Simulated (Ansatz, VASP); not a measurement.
**KSrCl3 in VASP and in Ansatz**

Contents of POSCAR:

```
KSrCl3
1.0
    5.6362001317      0.0000000000      0.0000000000
    0.0000000000      5.6362001317      0.0000000000
    0.0000000000      0.0000000000      5.6362001317
K Sr Cl
1 1 3
Direct
    0.0000000000      0.0000000000      0.0000000000
    0.5000000000      0.5000000000      0.5000000000
    0.5000000000      0.5000000000      0.0000000000
    0.5000000000      0.0000000000      0.5000000000
    0.0000000000      0.5000000000      0.5000000000
```

File INCAR.step1:

```
SYSTEM = KSrCl3
PREC = Accurate ; ENCUT = 520
EDIFF = 1E-5 ; ISMEAR = 0
SIGMA = 0.01 ; LREAL = .FALSE.
LASPH = .TRUE. ; NELM = 80
ALGO = Normal ; ISIF = 2
LWAVE = .TRUE. ; LCHARG = .FALSE.
NBANDS = 28 ; GGA = PE
```

File INCAR.step2:

```
SYSTEM = KSrCl3
PREC = Accurate ; ENCUT = 520
EDIFF = 1E-7 ; ISMEAR = 0
SIGMA = 0.01 ; LREAL = .FALSE.
LASPH = .TRUE. ; NELM = 80
ALGO = Normal ; ISIF = 2
LWAVE = .FALSE. ; LCHARG = .FALSE.
GGA = PE ; LHFCALC = .TRUE.
AEXX = 0.05 ; HFSCREEN = 0.1
PRECFOCK = Fast ; NBANDS = 28
ISTART = 1
```

The input KPOINTS:

```
Automatic mesh
0
G
  2 2 2
  0 0 0
```

Input for Ansatz:

```yaml
crystal:
  lattice:
    - [5.6362001317, 0.0, 0.0]
    - [0.0, 5.6362001317, 0.0]
    - [0.0, 0.0, 5.6362001317]
  atoms:
    - { symbol: K, position: [0.0, 0.0, 0.0] }
    - { symbol: Sr, position: [0.5, 0.5, 0.5] }
    - { symbol: Cl, position: [0.5, 0.5, 0.0] }
    - { symbol: Cl, position: [0.5, 0.0, 0.5] }
    - { symbol: Cl, position: [0.0, 0.5, 0.5] }
kpoints:
  mp_grid: { grid: [2, 2, 2] }
hamiltonian:
  xc: { exchange: pbe, correlation: pbe, exx: { coeff: 0.05, omega: 0.1 } }
scf:
  occupations: { method: fixed }
  n_extra_bands: 5
output:
  forces: true
  stress: true
  eigenvalues: true
```

Alike in both runs: task single point; functional PBE-based screened hybrid; k mesh 2 × 2 × 2; no spin polarisation.

|  | VASP | Ansatz |
| --- | --- | --- |
| version | VASP 6.6.1 | Ansatz 0.2.0 |
| potentials or method | VASP PAW PBE potentials, release 64 (K_sv, Sr_sv, Cl) | plane waves |
| plane-wave cutoff (eV) | 520 | 420 |
| occupations | gaussian, width 0.01 eV | fixed |
| valence electrons in the cell | 40 | 40 |

Ansatz gave:

- gap on the k mesh at the Fermi level (eV): 4.79
- pressure (GPa): 0.6

Estimate VASP's values.

gap on the k mesh at the Fermi level (eV): 4.80; pressure (GPa): 0.7.

VASP's potentials were made for PBE, not for PBE-based screened hybrid. Ansatz's warnings: stress exchange threshold loose, stress scf threshold loose.

The k mesh is coarse, so the values compare programs but aren't converged.
